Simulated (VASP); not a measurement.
# In2Sb2Cl in VASP: notebook, part 2 of 3

VASP 6.6.1. Earlier steps stand in the parts before.

**3. Single point, PBE+D3(BJ)**

Contents of INCAR:

```
SYSTEM = In2Sb2Cl
PREC = Accurate
ENCUT = 520
EDIFF = 1E-7
ISMEAR = 0
SIGMA = 0.1
LREAL = .FALSE.
LASPH = .TRUE.
NELM = 60
ALGO = Normal
ISIF = 2
LWAVE = .FALSE.
LCHARG = .TRUE.
LDIPOL = .TRUE.
IDIPOL = 3
DIPOL = 0.5 0.5 0.342
GGA = PE
IVDW = 12
LELF = .TRUE.
LVHAR = .TRUE.
LVACPOTAV = .TRUE.
NBANDS = 30
```

Contents of KPOINTS:

```
Automatic mesh
0
G
  6 6 1
  0 0 0
```

Contents of POSCAR:

```
In2Sb2Cl
1.0
    4.6293886023      0.0000000000      0.0000000000
   -2.3146943012      4.0091681336      0.0000000000
    0.0000000000      0.0000000000     22.0151773295
Sb In Cl
2 2 1
Direct
    0.0000000000      0.0000000000      0.1816928358
    0.3333333333      0.6666666667      0.3609342971
    0.3333333333      0.6666666667      0.2246164052
    0.6666666667      0.3333333333      0.3958713209
    0.6666666667      0.7777777778      0.5457679105
```

Potentials or basis: VASP PAW PBE potentials, release 64 (Sb, In_d, Cl).

Launch:

```bash
$ cat potpaw_PBE.64/Sb/POTCAR potpaw_PBE.64/In_d/POTCAR potpaw_PBE.64/Cl/POTCAR > POTCAR
$ mpirun -np 1 vasp_std > vasp.out
```

OUTCAR:

```text
SYSTEM = In2Sb2Cl
   PREC = Accurate
   ENCUT = 520
   EDIFF = 1E-7
   ISMEAR = 0
   LREAL = .FALSE.
   LASPH = .TRUE.
   NELM = 60
   ISIF = 2
   GGA = PE
   IVDW = 12
 IVDW          = 12

 ion  position               nearest neighbor table
   1  0.000  0.000  0.182-   3 2.83   3 2.83   3 2.83
   2  0.333  0.667  0.361-   4 2.78   4 2.78   4 2.78   3 3.00
   3  0.333  0.667  0.225-   1 2.83   1 2.83   1 2.83   2 3.00
   4  0.667  0.333  0.396-   2 2.78   2 2.78   2 2.78
   5  0.667  0.778  0.546-

  LATTYP: Found a hexagonal cell.
 ALAT       =     4.6293886023
 C/A-ratio  =     4.7555258849

  Lattice vectors:

 A1 = (   4.6293886023,   0.0000000000,   0.0000000000)
 A2 = (  -2.3146943012,   4.0091681336,   0.0000000000)
 A3 = (   0.0000000000,   0.0000000000,  22.0151773295)

Analysis of symmetry for initial positions (statically):
=====================================================================
 Subroutine PRICEL returns:
 Original cell was already a primitive cell.

 Routine SETGRP: Setting up the symmetry group for a
 hexagonal supercell.

 Subroutine GETGRP returns: Found  1 space group operations
 (whereof  1 operations were pure point group operations)
 out of a pool of 24 trial point group operations.

The static configuration has the point symmetry C_1 .

Analysis of symmetry for dynamics (positions and initial velocities):
=====================================================================
 Subroutine PRICEL returns:
 Original cell was already a primitive cell.

 Routine SETGRP: Setting up the symmetry group for a
 hexagonal supercell.

 Subroutine GETGRP returns: Found  1 space group operations
 (whereof  1 operations were pure point group operations)
 out of a pool of 24 trial point group operations.

The dynamic configuration has the point symmetry C_1 .
[... 120 lines left out ...]
     AMIX_MAG =   1.60;   BMIX_MAG =  1.00
  volume/ion in A,a.u.               =      81.72       551.48
  Fermi-wavevector in a.u.,A,eV,Ry     =   0.772914  1.460595  8.128058  0.597395
  Thomas-Fermi vector in A             =   1.874646
   LORBIT       =      0    0 simple, 1 ext, 2 COOP (PROOUT), +10 PAW based schemes
   GGA     = PE    functional components
   LHFCALC =     F    Hartree Fock is set to
   AEXX    =    0.0000 exact exchange contribution
   IVDW    =    12    specifies the selected vdW correction
   LEPSILON=     F    determine dielectric tensor
   LRPA    =     F    only Hartree local field effects (RPA)
 non-spin polarized calculation
 Gauss-broadening in eV      SIGMA  =   0.10
  energy-cutoff  :      520.00
  volume of cell :      408.60
 maximum number of plane-waves:     11067
 NGX is ok and might be reduce to    36
   NGX = 17   NGY = 17   NGZ = 81

 number of electron      43.0000013 magnetization

 dipolmoment           0.000000      0.000000      0.332463 electrons x Angstroem

 Free energy of the ion-electron system (eV)
  ---------------------------------------------------
  ext. energy  EPLUGINS =         0.00000000
  ---------------------------------------------------
  free energy    TOTEN  =       -13.92625555 eV

  energy without entropy =      -13.85581351  energy(sigma->0) =      -13.89103453

 E-fermi :  -2.5874     XC(G=0):  -4.2081

 val. band max:       -2.5893451872   @ k =  -0.1667   0.1667   0.0000
 cond. band min:      -2.5857686965   @ k =  -0.3333   0.1667   0.0000
 fundamental gap:      0.0035764906
 Fermi energy:        -2.5874451612

 k-point     1 :       0.0000    0.0000    0.0000
  band No.  band energies     occupation
      1     -17.1871      2.00000
      2     -17.1422      2.00000
      3     -17.1353      2.00000
      4     -17.0784      2.00000
      5     -17.0740      2.00000
      6     -16.6092      2.00000
[... 649 lines left out ...]
     29       3.4218      0.00000
     30       3.7828      0.00000

------------------------ aborting loop because EDIFF is reached ----------------------------------------

 Edisp (eV)   -0.99691

 E8    (eV) :    -0.4838

  FORCE on cell =-STRESS in cart. coord.  units (eV):
  Direction    XX          YY          ZZ          XY          YZ          ZX
  --------------------------------------------------------------------------------------
  -------------------------------------------------------------------------------------
  Total       0.02682    -0.33515    -3.19996     0.24111    -0.29441     0.17159
  in kB       0.10516    -1.31415   -12.54742     0.94544    -1.15441     0.67284
  external pressure =       -4.59 kB  Pullay stress =        0.00 kB

 VOLUME and BASIS-vectors are now :
 -----------------------------------------------------------------------------
  energy-cutoff  :      520.00
  volume of cell :      408.60
      direct lattice vectors                 reciprocal lattice vectors
     4.629388602  0.000000000  0.000000000     0.216011246  0.124714151  0.000000000
    -2.314694301  4.009168134  0.000000000     0.000000000  0.249428302  0.000000000
     0.000000000  0.000000000 22.015177329     0.000000000  0.000000000  0.045423209

 POSITION                                       TOTAL-FORCE (eV/Angst)
 -----------------------------------------------------------------------------------
      0.00000      0.00000      4.00000         0.002567      0.002637     -0.090676
     -0.00000      2.67278      7.94603        -0.019020     -0.001974     -0.230360
     -0.00000      2.67278      4.94497        -0.004811     -0.001709      0.304203
      2.31469      1.33639      8.71518        -0.024432      0.088921      0.815495
      1.28594      3.11824     12.01518         0.045695     -0.087876     -0.798663
 -----------------------------------------------------------------------------------
    total drift:                               -0.000411     -0.000169     -0.000517

  FREE ENERGIE OF THE ION-ELECTRON SYSTEM (eV)
  ---------------------------------------------------
  free  energy   TOTEN  =       -14.9231627020 eV

  energy  without entropy=      -14.8527206694  energy(sigma->0) =      -14.88794169

 vacuum level on the upper side and lower side of the slab         5.908         2.667
```

It took 12 min on 1 thread of Oxide Virtual Turin-like, shared host; peak memory 0.61 GiB.

What came out:

| Quantity | Value |
| --- | --- |
| Free energy | -14.9232 eV |
| Largest force | 0.821 eV/Å |
| Band gap on the k mesh | zero (an odd number of electrons rules out a gap without spin polarisation) |
| Dispersion energy per atom | -0.199 eV |

Forces in eV/Å, atoms in the order of the input:
```
Sb   0.003  0.003 -0.091
Sb  -0.019 -0.002 -0.230
In  -0.005 -0.002  0.304
In  -0.024  0.089  0.815
Cl   0.046 -0.088 -0.799
```

Levels at points of the mesh, in eV from the Fermi level:
```tsv
k point	band 18	band 19	band 20	band 21	band 22	band 23	band 24	band 25	band 26	band 27
(0.00, 0.00, 0.00)	-0.26	0.01	0.02	0.25	0.25	0.64	1.08	3.09	3.74	3.75
(0.50, 0.00, 0.00)	-0.85	-0.62	-0.40	-0.19	-0.09	1.22	1.95	2.38	3.35	5.37
(0.00, 0.50, 0.00)	-0.85	-0.66	-0.38	-0.18	-0.08	1.25	1.91	2.38	3.32	5.37
(0.50, 0.50, 0.00)	-0.85	-0.64	-0.36	-0.24	-0.08	1.24	1.91	2.42	3.31	5.37
```

Caveat: spin-orbit coupling is left out, which moves the levels of the heavy elements; an odd number of electrons without spin polarisation forces a metal; a magnetic or distorted state may lie lower.

**4. Single point, PBE+D3(BJ)**

Contents of INCAR:

```
ALGO     = Normal         # electronic algorithm
DIPOL    = 0.5 0.5 0.342
EDIFF    = 1E-7           # SCF threshold, eV
ENCUT    = 520            # plane-wave cutoff, eV
GGA      = PE             # functional
IDIPOL   = 3            
ISIF     = 2              # what is computed and relaxed
ISMEAR   = 0              # smearing method
IVDW     = 12             # dispersion correction
LASPH    = T              # aspherical terms in the spheres
LCHARG   = F              # write CHGCAR
LDIPOL   = T            
LREAL    = F              # projectors in reciprocal space
LWAVE    = F              # write WAVECAR
NBANDS   = 30             # bands
NELM     = 60             # most SCF steps
PREC     = Accurate       # precision mode
SIGMA    = 0.1            # smearing width, eV
```

Contents of KPOINTS:

```
k-points
0
Gamma
  6 6 1
```

Edit POSCAR of step 3 so:

```diff
@@ -12,2 +12,2 @@
     0.6666666667      0.3333333333      0.3958713209
-    0.6666666667      0.7777777778      0.5457679105
+    0.6666666667      1.0000000000      0.5457679105
```

Potentials or basis: VASP PAW PBE potentials, release 64 (Sb, In_d, Cl).

Launch:

```bash
$ cat potpaw_PBE.64/Sb/POTCAR potpaw_PBE.64/In_d/POTCAR potpaw_PBE.64/Cl/POTCAR > POTCAR
$ mpirun -np 1 vasp_std > vasp.out
```

OUTCAR:

```text
EDIFF = 1E-7
   ENCUT = 520
   GGA = PE
   ISIF = 2
   ISMEAR = 0
   IVDW = 12
   LASPH = T
   LREAL = F
   NELM = 60
   PREC = Accurate
 IVDW          = 12

 ion  position               nearest neighbor table
   1  0.000  0.000  0.182-   3 2.83   3 2.83   3 2.83
   2  0.333  0.667  0.361-   4 2.78   4 2.78   4 2.78   3 3.00
   3  0.333  0.667  0.225-   1 2.83   1 2.83   1 2.83   2 3.00
   4  0.667  0.333  0.396-   2 2.78   2 2.78   2 2.78
   5  0.667  0.000  0.546-

  LATTYP: Found a hexagonal cell.
 ALAT       =     4.6293886023
[... 864 lines left out ...]
  -------------------------------------------------------------------------------------
  Total      -0.01941    -0.11301    -3.73107     0.25381     0.72095    -0.41197
  in kB      -0.07610    -0.44314   -14.62999     0.99523     2.82694    -1.61538
  external pressure =       -5.05 kB  Pullay stress =        0.00 kB

 VOLUME and BASIS-vectors are now :
 -----------------------------------------------------------------------------
  energy-cutoff  :      520.00
  volume of cell :      408.60
      direct lattice vectors                 reciprocal lattice vectors
     4.629388602  0.000000000  0.000000000     0.216011246  0.124714151  0.000000000
    -2.314694301  4.009168134  0.000000000     0.000000000  0.249428302  0.000000000
     0.000000000  0.000000000 22.015177329     0.000000000  0.000000000  0.045423209

 POSITION                                       TOTAL-FORCE (eV/Angst)
 -----------------------------------------------------------------------------------
      0.00000      0.00000      4.00000         0.001472     -0.001415     -0.100732
     -0.00000      2.67278      7.94603        -0.003425     -0.024241     -0.284744
     -0.00000      2.67278      4.94497        -0.000503     -0.002598      0.336885
      2.31469      1.33639      8.71518         0.126606     -0.179563      0.997818
      3.08626      0.00000     12.01518        -0.124150      0.207817     -0.949227
 -----------------------------------------------------------------------------------
    total drift:                               -0.000185     -0.000293     -0.000500

  FREE ENERGIE OF THE ION-ELECTRON SYSTEM (eV)
  ---------------------------------------------------
  free  energy   TOTEN  =       -15.0151246129 eV

  energy  without entropy=      -14.9454679491  energy(sigma->0) =      -14.98029628

 vacuum level on the upper side and lower side of the slab         5.821         2.606
```

stdout:

```text
POSCAR found type information on POSCAR SbInCl
 POSCAR found :  3 types and       5 ions
 scaLAPACK will be used
 LDA part: xc-table for (Slater+PW92), standard interpolation
 POSCAR, INCAR and KPOINTS ok, starting setup
 FFT: planning ... GRIDC
 FFT: planning ... GRID_SOFT
 FFT: planning ... GRID
 WAVECAR not read
 entering main loop
```

It took 17 min on 1 thread of Oxide Virtual Turin-like, shared host; peak memory 0.62 GiB.

What came out:

| Item | Value |
| --- | --- |
| Free energy | -15.0151 eV |
| Largest force | 1.022 eV/Å |
| Band gap on the k mesh | zero (an odd number of electrons rules out a gap without spin polarisation) |
| Dispersion energy per atom | -0.199 eV |

Forces on the atoms (eV/Å):
```
Sb   0.001 -0.001 -0.101
Sb  -0.003 -0.024 -0.285
In  -0.001 -0.003  0.337
In   0.127 -0.180  0.998
Cl  -0.124  0.208 -0.949
```

Levels at points of the mesh, in eV from the Fermi level:
| k point | band 18 | band 19 | band 20 | band 21 | band 22 | band 23 | band 24 | band 25 | band 26 | band 27 |
| --- | --- | --- | --- | --- | --- | --- | --- | --- | --- | --- |
| (0.00, 0.00, 0.00) | -0.25 | 0.00 | 0.02 | 0.25 | 0.26 | 0.67 | 1.09 | 3.17 | 3.78 | 3.80 |
| (0.50, 0.00, 0.00) | -0.85 | -0.66 | -0.41 | -0.20 | -0.09 | 1.31 | 1.96 | 2.43 | 3.37 | 5.40 |
| (0.00, 0.50, 0.00) | -0.85 | -0.67 | -0.34 | -0.31 | -0.08 | 1.31 | 1.94 | 2.51 | 3.33 | 5.39 |
| (0.50, 0.50, 0.00) | -0.85 | -0.70 | -0.40 | -0.16 | -0.09 | 1.34 | 1.93 | 2.39 | 3.36 | 5.40 |

Caveat: spin-orbit coupling is left out, which moves the levels of the heavy elements; an odd number of electrons without spin polarisation forces a metal; a magnetic or distorted state may lie lower.

(Continued in part 3 of 3.)
